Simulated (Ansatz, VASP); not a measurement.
One calculation of NbAs, two programs

```
Nb As
1.0
    -1.72585    1.72585    5.84000
     1.72585   -1.72585    5.84000
     1.72585    1.72585   -5.84000
Nb As
2 2
Direct
  0.75000 0.75000 0.00000
  0.50000 0.00000 0.50000
  0.16600 0.16600 0.00000
  0.91600 0.41600 0.50000
```

Alike in both runs: task single point; functional LDA; k mesh 2 × 2 × 2; occupations fermi-dirac, width 0.025 eV; no spin polarisation.

|  | VASP | Ansatz |
| --- | --- | --- |
| version | VASP 6.6.1 | Ansatz 0.2.0 |
| potentials or method | VASP PAW LDA potentials, release 64 (Nb_sv, As_d), cutoff 520 eV | scalar-relativistic, plane waves, PAW |
| valence electrons in the cell | 56 | 56 |

|  | VASP | Ansatz | Ansatz less VASP |
| --- | --- | --- | --- |
| gap on the k mesh at the Fermi level (eV) | 0.03 | 0.04 | +0.002 |
| least direct gap on the mesh (eV) | 0.03 | 0.04 | +0.002 |
| pressure (GPa) | -2.0 | -2.3 | -0.32 |
| traceless stress, the component that is largest in VASP (GPa) | 4.55 | 4.75 | +0.196 |
| rms of the force components (eV/Å) | 0.035 | 0.037 | +0.0013 |

LDA's correlation is that of Perdew and Zunger in VASP and of Perdew and Wang (1992) in Ansatz. Atom by atom the forces differ by 0.001 eV/Å (rms over components).

The k mesh is coarse, so the values compare programs but aren't converged.
